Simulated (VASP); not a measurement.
Input of a VASP 6.6.1 run:

Contents of INCAR:

```
SYSTEM = I
PREC     = Accurate       ! precision mode
ENCUT    = 520            ! plane-wave cutoff, eV
EDIFF    = 1E-7           ! SCF threshold, eV
ISMEAR   = -1             ! smearing method
SIGMA    = 0.08           ! smearing width, eV
LREAL    = .FALSE.        ! projectors in reciprocal space
LASPH    = .TRUE.         ! aspherical terms in the spheres
NELM     = 60             ! most SCF steps
ALGO     = Normal         ! electronic algorithm
ISIF     = 2              ! what is computed and relaxed
LWAVE    = .FALSE.        ! write WAVECAR
LCHARG   = .FALSE.        ! write CHGCAR
GGA      = CA             ! functional
NBANDS   = 14             ! bands
```

The input KPOINTS:

```
Automatic mesh
0
G
  12 12 7
  0 0 0
```

Contents of POSCAR:

```
I
1.0
    3.4448505406      0.0000000000      0.0000000000
   -1.7224252703      2.9833280804      0.0000000000
    0.0000000000      0.0000000000      4.9343134489
I
2
Direct
    0.3333333333      0.6666666667      0.2500000000
    0.6666666667      0.3333333333      0.7500000000
```

Potentials or basis: VASP PAW LDA potentials, release 64 (I).

The run is started by

```bash
$ cat potpaw_LDA.64/I/POTCAR > POTCAR
$ mpirun -np 1 vasp_std > vasp.out
```

Estimate the pressure.

15.1 GPa.

What does it give for the band gap on the k mesh?

Zero (bands 7 and 8 overlap by 3.40 eV).

Caveat: the cell stands under pressure; spin-orbit coupling is left out, which moves the levels of the heavy elements.
